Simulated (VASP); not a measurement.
# Ru2C (F-43m) in VASP: notebook

Runs on Ru2C. Level: PBE. Tasks: single point.

Program: VASP 6.6.1. These are calculated values, not measurements. Logs are shortened: lines on timing, memory, paths and dates and some standing lists are left out, and cuts for length are marked.

**1. The cell of the first run**

Symmetry: F-43m, No. 216, cubic system. The conventional cell has a = 5.442 Å, b = 5.442 Å, c = 5.442 Å, α = 90.00°, β = 90.00°, γ = 90.00°. Ru (site symmetry -43m) has 4 Ru at 2.36 Å and 6 C at 2.72 Å within 3.1 Å. Within 3.1 Å of Ru (site symmetry -43m) lie 4 Ru at 2.36 Å and 4 C at 2.36 Å. Within 3.1 Å of C (site symmetry -43m) lie 10 Ru at 2.36 to 2.72 Å.

The cell was generated, and may not be a known phase.

**2. Single point, PBE**

Input file INCAR:

```
SYSTEM = Ru2C
ALGO = Normal ; EDIFF = 1E-6
ENCUT = 600 ; GGA = PE
GGA_COMPAT = .False. ; ISIF = 2
ISMEAR = 0 ; LASPH = .True.
LCHARG = .False. ; LREAL = .False.
LWAVE = .False. ; NBANDS = 23
NELM = 120 ; PREC = Accurate
SIGMA = 0.2
```

Input file KPOINTS:

```
k-points
0
Gamma
  6 6 6
  0 0 0
```

Input file POSCAR:

```
Ru2C
1.0
    0.0000000000      2.7210868630      2.7210868630
    2.7210868630      0.0000000000      2.7210868630
    2.7210868630      2.7210868630      0.0000000000
Ru C
2 1
Direct
    0.0000000000      0.0000000000      0.0000000000
    0.7500000000      0.7500000000      0.7500000000
    0.5000000000      0.5000000000      0.5000000000
```

Potentials or basis: VASP PAW PBE potentials, release 64 (Ru_pv, C).

On the command line:

```console
$ cat potpaw_PBE.64/Ru_pv/POTCAR potpaw_PBE.64/C/POTCAR > POTCAR
$ mpirun -np 1 vasp_std > vasp.out
```

OUTCAR:

```text
SYSTEM = Ru2C
   EDIFF = 1E-6
   ENCUT = 600
   GGA = PE
   ISIF = 2
   ISMEAR = 0
   LASPH = .True.
   LREAL = .False.
   NELM = 120
   PREC = Accurate

 ion  position               nearest neighbor table
   1  0.000  0.000  0.000-   2 2.36   2 2.36   2 2.36   2 2.36
   2  0.750  0.750  0.750-   3 2.36   3 2.36   3 2.36   1 2.36   3 2.36   1 2.36   1 2.36   1 2.36

   3  0.500  0.500  0.500-   2 2.36   2 2.36   2 2.36   2 2.36

  LATTYP: Found a face centered cubic cell.
 ALAT       =     5.4421737260

  Lattice vectors:

 A1 = (   0.0000000000,   2.7210868630,   2.7210868630)
 A2 = (   2.7210868630,   0.0000000000,   2.7210868630)
 A3 = (   2.7210868630,   2.7210868630,   0.0000000000)

Analysis of symmetry for initial positions (statically):
=====================================================================
 Subroutine PRICEL returns:
 Original cell was already a primitive cell.

 Routine SETGRP: Setting up the symmetry group for a
 face centered cubic supercell.

 Subroutine GETGRP returns: Found 24 space group operations
 (whereof 24 operations were pure point group operations)
 out of a pool of 48 trial point group operations.

The static configuration has the point symmetry T_d .

Analysis of symmetry for dynamics (positions and initial velocities):
=====================================================================
 Subroutine PRICEL returns:
 Original cell was already a primitive cell.

 Routine SETGRP: Setting up the symmetry group for a
 face centered cubic supercell.

 Subroutine GETGRP returns: Found 24 space group operations
 (whereof 24 operations were pure point group operations)
 out of a pool of 48 trial point group operations.

The dynamic configuration has the point symmetry T_d .

 Subroutine INISYM returns: Found 24 space group operations
 (whereof 24 operations are pure point group operations),
 and found     1 'primitive' translations

----------------------------------------------------------------------------------------

                                     Primitive cell

  volume of cell :      40.2956

  direct lattice vectors                    reciprocal lattice vectors
     0.000000000  2.721086863  2.721086863    -0.183750106  0.183750106  0.183750106
     2.721086863  0.000000000  2.721086863     0.183750106 -0.183750106  0.183750106
     2.721086863  2.721086863  0.000000000     0.183750106  0.183750106 -0.183750106

  length of vectors
     3.848197946  3.848197946  3.848197946     0.318264520  0.318264520  0.318264520

  position of ions in fractional coordinates (direct lattice)
     0.000000000  0.000000000  0.000000000
     0.750000000  0.750000000  0.750000000
     0.500000000  0.500000000  0.500000000

  ion indices of the primitive-cell ions
   primitive index   ion index
                 1           1
                 2           2
                 3           3

----------------------------------------------------------------------------------------

 KPOINTS: k-points

Automatic generation of k-mesh.
 Grid dimensions read from file:
 generate k-points for:    6    6    6

 Generating k-lattice:

  Cartesian coordinates                     Fractional coordinates (reciprocal lattice)
    -0.030625018  0.030625018  0.030625018     0.166666667  0.000000000  0.000000000
     0.030625018 -0.030625018  0.030625018     0.000000000  0.166666667  0.000000000
     0.030625018  0.030625018 -0.030625018     0.000000000  0.000000000  0.166666667

  Length of vectors
     0.053044087  0.053044087  0.053044087

  Shift w.r.t. Gamma in fractional coordinates (k-lattice)
     0.000000000  0.000000000  0.000000000

 Subroutine IBZKPT returns following result:
 ===========================================

 Found     16 irreducible k-points:

 Following reciprocal coordinates:
            Coordinates               Weight
  0.000000  0.000000  0.000000      1.000000
  0.166667  0.000000  0.000000      8.000000
  0.333333  0.000000  0.000000      8.000000
  0.500000  0.000000  0.000000      4.000000
  0.166667  0.166667  0.000000      6.000000
  0.333333  0.166667  0.000000     24.000000
[... 8 lines left out ...]
 -0.333333  0.333333  0.166667     24.000000
 -0.333333  0.500000  0.166667     12.000000
   k-points           NKPTS =     16   k-points in BZ     NKDIM =     16   number of bands    NBANDS=     23
   number of dos      NEDOS =    301   number of ions     NIONS =      3
   total plane-waves  NPLWV =  32768
   dimension x,y,z NGX =    32 NGY =   32 NGZ =   32
   dimension x,y,z NGXF=    64 NGYF=   64 NGZF=   64
   ions per type =               2   1
   NGX,Y,Z   is equivalent  to a cutoff of  13.82, 13.82, 13.82 a.u.
   NGXF,Y,Z  is equivalent  to a cutoff of  27.65, 27.65, 27.65 a.u.
 SYSTEM =  Ru2C
   PREC   = accura    normal or accurate (medium, high low for compatibility)
   ISTART =      0    job   : 0-new  1-cont  2-samecut
   ICHARG =      2    charge: 1-file 2-atom 10-const
   ISPIN  =      1    spin polarized calculation?
   LNONCOLLINEAR =      F non collinear calculations
   LSORBIT =      F    spin-orbit coupling
   LASPH  =      T    aspherical Exc in radial PAW
   ENCUT  =  600.0 eV  44.10 Ry    6.64 a.u.   7.69  7.69  7.69*2*pi/ulx,y,z
   NELM   =    120;   NELMIN=  2; NELMDL= -5     # of ELM steps
   EDIFF  = 0.1E-05   stopping-criterion for ELM
   LREAL  =      F    real-space projection
   EDIFFG = 0.1E-04   stopping-criterion for IOM
   NSW    =      0    number of steps for IOM
   IBRION =     -1    ionic relax: 0-MD 1-quasi-New 2-CG
   NFREE  =      0    steps in history (QN), initial steepest desc. (CG)
   ISIF   =      2    stress and relaxation
   ISYM   =      2    0-nonsym 1-usesym 2-fastsym
   POTIM  = 0.5000    time-step for ionic-motion
   TEBEG  =    0.0;   TEEND  =   0.0 temperature during run
   PSTRESS=    0.0 pullay stress
   NELECT =      32.0000    total number of electrons
   NUPDOWN=      -1.0000    fix difference up-down
   EMIN   =  10.00;   EMAX   =-10.00  energy-range for DOS
   EFERMI =   0.00;   METHOD = LEGACY
   ISMEAR =     0;   SIGMA  =   0.20  broadening in eV -4-tet -1-fermi 0-gaus
   EFERMI_NEDOS =   21; number of points for ismear=-14 and -15
   IALGO  =     38    algorithm
   IMIX   =      4    mixing-type and parameters
     AMIX     =   0.40;   BMIX     =  1.00
     AMIX_MAG =   1.60;   BMIX_MAG =  1.00
  volume/ion in A,a.u.               =      13.43        90.64
  Fermi-wavevector in a.u.,A,eV,Ry     =   1.516023  2.864868 31.270615  2.298325
  Thomas-Fermi vector in A             =   2.625468
   LORBIT       =      0    0 simple, 1 ext, 2 COOP (PROOUT), +10 PAW based schemes
   GGA     = PE    functional components
   LHFCALC =     F    Hartree Fock is set to
   AEXX    =    0.0000 exact exchange contribution
   IVDW    =     0    specifies the selected vdW correction
   LEPSILON=     F    determine dielectric tensor
   LRPA    =     F    only Hartree local field effects (RPA)
 non-spin polarized calculation
 Gauss-broadening in eV      SIGMA  =   0.20
  energy-cutoff  :      600.00
  volume of cell :       40.30
 maximum number of plane-waves:      1363
   NGX = 15   NGY = 15   NGZ = 15

 number of electron      32.0000001 magnetization

 Free energy of the ion-electron system (eV)
  ---------------------------------------------------
  ext. energy  EPLUGINS =         0.00000000
  ---------------------------------------------------
  free energy    TOTEN  =       -23.45236899 eV

  energy without entropy =      -23.40107672  energy(sigma->0) =      -23.42672286

 E-fermi :   9.6580     XC(G=0): -12.5715

 val. band max:        9.6163029382   @ k =   0.5000   0.1667   0.0000
 cond. band min:       9.7244083587   @ k =  -0.3333   0.3333   0.1667
 fundamental gap:      0.1081054205
 Fermi energy:         9.6579787234

 k-point     1 :       0.0000    0.0000    0.0000
  band No.  band energies     occupation
      1     -34.1799      2.00000
      2     -34.1799      2.00000
      3     -34.1799      2.00000
      4     -33.2400      2.00000
      5     -33.2400      2.00000
      6     -33.2400      2.00000
[... 15 lines left out ...]
     22      19.7532      0.00000
     23      20.3694      0.00000

 k-point     2 :       0.1667    0.0000    0.0000
  band No.  band energies     occupation
      1     -34.2056      2.00000
      2     -34.2056      2.00000
      3     -34.1772      2.00000
      4     -33.2463      2.00000
      5     -33.2129      2.00000
      6     -33.2129      2.00000
[... 15 lines left out ...]
     22      18.8445      0.00000
     23      19.7569      0.00000

 k-point     3 :       0.3333    0.0000    0.0000
  band No.  band energies     occupation
      1     -34.2533      2.00000
      2     -34.2533      2.00000
      3     -34.1737      2.00000
      4     -33.2565      2.00000
      5     -33.1625      2.00000
      6     -33.1625      2.00000
[... 15 lines left out ...]
     22      17.0345      0.00000
     23      19.5943      0.00000

 k-point     4 :       0.5000    0.0000    0.0000
  band No.  band energies     occupation
      1     -34.2755      2.00000
      2     -34.2755      2.00000
      3     -34.1729      2.00000
      4     -33.2605      2.00000
      5     -33.1389      2.00000
      6     -33.1389      2.00000
[... 15 lines left out ...]
     22      17.1685      0.00000
     23      19.0795      0.00000

 k-point     5 :       0.1667    0.1667    0.0000
  band No.  band energies     occupation
      1     -34.2353      2.00000
      2     -34.2353      2.00000
      3     -34.1257      2.00000
      4     -33.3004      2.00000
      5     -33.1820      2.00000
      6     -33.1820      2.00000
[... 226 lines left out ...]
 k-point    14 :       0.5000    0.3333    0.1667
  band No.  band energies     occupation
      1     -34.3594      2.00000
      2     -34.3143      2.00000
      3     -33.9937      2.00000
      4     -33.4369      2.00000
      5     -33.0995      2.00000
      6     -33.0586      2.00000
[... 15 lines left out ...]
     22      17.2410      0.00000
     23      18.0453      0.00000

 k-point    15 :      -0.3333    0.3333    0.1667
  band No.  band energies     occupation
      1     -34.3845      2.00000
      2     -34.3366      2.00000
      3     -33.9397      2.00000
      4     -33.4895      2.00000
      5     -33.0770      2.00000
      6     -33.0354      2.00000
[... 15 lines left out ...]
     22      16.7272      0.00000
     23      18.2223      0.00000

 k-point    16 :      -0.3333    0.5000    0.1667
  band No.  band energies     occupation
      1     -34.3778      2.00000
      2     -34.3757      2.00000
      3     -33.8652      2.00000
      4     -33.5684      2.00000
      5     -33.0381      2.00000
      6     -33.0377      2.00000
[... 15 lines left out ...]
     22      17.7450      0.00000
     23      18.5813      0.00000

------------------------ aborting loop because EDIFF is reached ----------------------------------------

  FORCE on cell =-STRESS in cart. coord.  units (eV):
  Direction    XX          YY          ZZ          XY          YZ          ZX
  --------------------------------------------------------------------------------------
  -------------------------------------------------------------------------------------
  Total       -0.0084155     -0.0084155     -0.0084155      0.0000000      0.0000000      0.0000000
  in kB       -0.3346047     -0.3346047     -0.3346047      0.0000000      0.0000000      0.0000000
  external PRESSURE =      -0.3346047 kB  Pullay stress =       0.0000000 kB

 VOLUME and BASIS-vectors are now :
 -----------------------------------------------------------------------------
  energy-cutoff  :      600.00
  volume of cell :       40.30
      direct lattice vectors                 reciprocal lattice vectors
     0.000000000  2.721086863  2.721086863    -0.183750106  0.183750106  0.183750106
     2.721086863  0.000000000  2.721086863     0.183750106 -0.183750106  0.183750106
     2.721086863  2.721086863  0.000000000     0.183750106  0.183750106 -0.183750106

 POSITION                                       TOTAL-FORCE (eV/Angst)
 -----------------------------------------------------------------------------------
      0.00000      0.00000      0.00000        -0.000000     -0.000000     -0.000000
      4.08163      4.08163      4.08163         0.000000      0.000000      0.000000
      2.72109      2.72109      2.72109        -0.000000     -0.000000     -0.000000
 -----------------------------------------------------------------------------------
    total drift:                                0.000000      0.000000      0.000000

  FREE ENERGIE OF THE ION-ELECTRON SYSTEM (eV)
  ---------------------------------------------------
  free  energy   TOTEN  =       -23.4523689872 eV

  energy  without entropy=      -23.4010767233  energy(sigma->0) =      -23.42672286
```

Run time: 29 s. Hardware: 1 thread of Intel Xeon 8259CL, shared host; peak memory 0.18 GiB.

What came out:

```yaml
Free_energy: -23.4524 eV
Pressure: 0.0 GPa
Band_gap_on_the_k_mesh: zero (bands 16 and 17 overlap by 1.77 eV)
```

Levels at points of the mesh, in eV from the Fermi level:
```
           k point  band 14  band 15  band 16  band 17  band 18  band 19
(0.00, 0.00, 0.00)    -2.31    -2.31     0.74     1.18     1.18     2.58
(0.50, 0.00, 0.00)    -0.80    -0.80     0.20     0.20     0.45     2.83
(0.50, 0.50, 0.00)    -2.04    -1.92    -1.92    -0.70     0.99     1.14
```

**3. Single point, PBE**

Input file INCAR:

```
ALGO = Normal
EDIFF = 1E-6
ENCUT = 600
GGA = PE
GGA_COMPAT = F
ISIF = 2
ISMEAR = 0
LASPH = T
LCHARG = T
LELF = T
LREAL = F
LVHAR = T
LWAVE = F
NBANDS = 23
NELM = 120
PREC = Accurate
SIGMA = 0.2
```

Input file KPOINTS:

```
k-points
0
Gamma
  6 6 6
```

Input file POSCAR:

```
Ru2C
1.0
    0.0000000000      2.7201299340      2.7201299340
    2.7201299340      0.0000000000      2.7201299340
    2.7201299340      2.7201299340      0.0000000000
Ru C
2 1
Direct
    0.0000000000      0.0000000000      0.0000000000
    0.7500000000      0.7500000000      0.7500000000
    0.2500000000      0.2500000000      0.2500000000
```

Potentials or basis: VASP PAW PBE potentials, release 64 (Ru_pv, C).

On the command line:

```console
$ cat potpaw_PBE.64/Ru_pv/POTCAR potpaw_PBE.64/C/POTCAR > POTCAR
$ mpirun -np 1 vasp_std > vasp.out
```

OUTCAR:

```text
EDIFF = 1E-6
   ENCUT = 600
   GGA = PE
   ISIF = 2
   ISMEAR = 0
   LASPH = T
   LREAL = F
   NELM = 120
   PREC = Accurate

 ion  position               nearest neighbor table
   1  0.000  0.000  0.000-   2 2.36   3 2.36   2 2.36   2 2.36   2 2.36   3 2.36   3 2.36   3 2.36

   2  0.750  0.750  0.750-   1 2.36   1 2.36   1 2.36   1 2.36
   3  0.250  0.250  0.250-   1 2.36   1 2.36   1 2.36   1 2.36

  LATTYP: Found a face centered cubic cell.
[... 599 lines left out ...]

  FORCE on cell =-STRESS in cart. coord.  units (eV):
  Direction    XX          YY          ZZ          XY          YZ          ZX
  --------------------------------------------------------------------------------------
  -------------------------------------------------------------------------------------
  Total        0.0551239      0.0551239      0.0551239      0.0000000      0.0000000      0.0000000
  in kB        2.1940769      2.1940769      2.1940769      0.0000000      0.0000000      0.0000000
  external PRESSURE =       2.1940769 kB  Pullay stress =       0.0000000 kB

 VOLUME and BASIS-vectors are now :
 -----------------------------------------------------------------------------
  energy-cutoff  :      600.00
  volume of cell :       40.25
      direct lattice vectors                 reciprocal lattice vectors
     0.000000000  2.720129934  2.720129934    -0.183814749  0.183814749  0.183814749
     2.720129934  0.000000000  2.720129934     0.183814749 -0.183814749  0.183814749
     2.720129934  2.720129934  0.000000000     0.183814749  0.183814749 -0.183814749

 POSITION                                       TOTAL-FORCE (eV/Angst)
 -----------------------------------------------------------------------------------
      0.00000      0.00000      0.00000         0.000000      0.000000      0.000000
      4.08019      4.08019      4.08019        -0.000000     -0.000000     -0.000000
      1.36006      1.36006      1.36006         0.000000      0.000000      0.000000
 -----------------------------------------------------------------------------------
    total drift:                               -0.000000     -0.000000     -0.000000

  FREE ENERGIE OF THE ION-ELECTRON SYSTEM (eV)
  ---------------------------------------------------
  free  energy   TOTEN  =       -23.4522968688 eV

  energy  without entropy=      -23.4010121816  energy(sigma->0) =      -23.42665453
```

Wall time 34 s (1 thread of Intel Xeon 8259CL, shared host); peak memory 0.18 GiB.

What came out:

| Property | Result |
| --- | --- |
| Free energy | -23.4523 eV |
| Pressure | 0.2 GPa |
| Band gap on the k mesh | zero (bands 16 and 17 overlap by 1.77 eV) |

**4. Single point, PBE**

Input file INCAR:

```
SYSTEM = Ru2C
PREC = Accurate ; ENCUT = 600
EDIFF = 1E-6 ; ISMEAR = 0
SIGMA = 0.2 ; LREAL = .False.
LASPH = .True. ; NELM = 120
ALGO = Normal ; ISIF = 2
LWAVE = .False. ; LCHARG = .False.
GGA = PE ; NBANDS = 23
GGA_COMPAT = .False.
```

Input file KPOINTS:

```
Automatic mesh
0
Gamma
  6 6 6
  0 0 0
```

Input file POSCAR:

```
Ru2C
1.0
    0.0000000000      2.7216318216      2.7216318216
    2.7216318216      0.0000000000      2.7216318216
    2.7216318216      2.7216318216      0.0000000000
Ru C
2 1
Direct
    0.0000000000      0.0000000000      0.0000000000
    0.2500000000      0.2500000000      0.2500000000
    0.7500000000      0.7500000000      0.7500000000
```

On the command line:

```console
$ cat potpaw_PBE.64/Ru_pv/POTCAR potpaw_PBE.64/C/POTCAR > POTCAR
$ mpirun -np 1 vasp_std > vasp.out
```

Wall time 35 s (1 thread of Intel Xeon 8259CL, shared host); peak memory 0.18 GiB.

It converged, with:

```
Free energy            : -23.4523 eV
Pressure               : -0.2 GPa
Band gap on the k mesh : zero (bands 16 and 17 overlap by 1.77 eV)
```

Levels at points of the mesh, in eV from the Fermi level:
```csv
k point,band 14,band 15,band 16,band 17,band 18,band 19
"(0.00, 0.00, 0.00)",-2.30,-2.30,0.74,1.18,1.18,2.57
"(0.50, 0.00, 0.00)",-0.80,-0.80,0.20,0.20,0.45,2.83
"(0.50, 0.50, 0.00)",-2.03,-1.92,-1.92,-0.70,0.99,1.14
```

**5. The runs side by side**

| cell | gap on the mesh (eV) | pressure (GPa) |
| --- | --- | --- |
| a = 3.848 Å, angles 60.0°, 3 atoms | none | 0.0 |
| a = 3.847 Å, angles 60.0°, 3 atoms | none | 0.2 |
| a = 3.849 Å, angles 60.0°, 3 atoms | none | -0.2 |

Alike in all rows: task single point; level PBE; potentials or basis VASP PAW PBE potentials, release 64 (Ru_pv, C); no spin polarisation; k mesh 6 × 6 × 6; cutoff (eV) 600; smearing gaussian 0.2 eV.

Absolute energies hang on the potentials; compare differences alone.

The gap in the log of VASP goes by the Fermi energy; the results here count the filled bands.